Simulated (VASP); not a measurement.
Here is a VASP 6.6.1 calculation.

File INCAR:

```
SYSTEM = Fe
PREC     = Accurate       ! precision mode
ENCUT    = 520            ! plane-wave cutoff, eV
EDIFF    = 1E-7           ! SCF threshold, eV
ISMEAR   = -1             ! smearing method
SIGMA    = 0.08           ! smearing width, eV
LREAL    = .FALSE.        ! projectors in reciprocal space
LASPH    = .TRUE.         ! aspherical terms in the spheres
NELM     = 100            ! most SCF steps
ALGO     = Normal         ! electronic algorithm
ISIF     = 2              ! what is computed and relaxed
LWAVE    = .FALSE.        ! write WAVECAR
LCHARG   = .FALSE.        ! write CHGCAR
GGA      = PE             ! functional
NBANDS   = 15             ! bands
```

Contents of KPOINTS:

```
Automatic mesh
0
G
  17 17 10
  0 0 0
```

The input POSCAR:

```
Fe
1.0
    2.3844669570      0.0000000000      0.0000000000
   -1.1922334785      2.0650089592      0.0000000000
    0.0000000000      0.0000000000      3.7635056374
Fe
2
Direct
    0.3333333333      0.6666666667      0.2500000000
    0.6666666667      0.3333333333      0.7500000000
```

Potentials or basis: VASP PAW PBE potentials, release 64 (Fe).

Launch:

```sh
$ cat potpaw_PBE.64/Fe/POTCAR > POTCAR
$ mpirun -np 1 vasp_std > vasp.out
```

(1) What does it give for the pressure?

(2) Estimate the band gap on the k mesh.

Answers

(1) 33.9 GPa.

(2) zero (band 8 reaches 9.01 eV, above the bottom of band 9 at 6.91 eV).

Caveat: the run has no spin polarisation, though such a crystal can be magnetic.
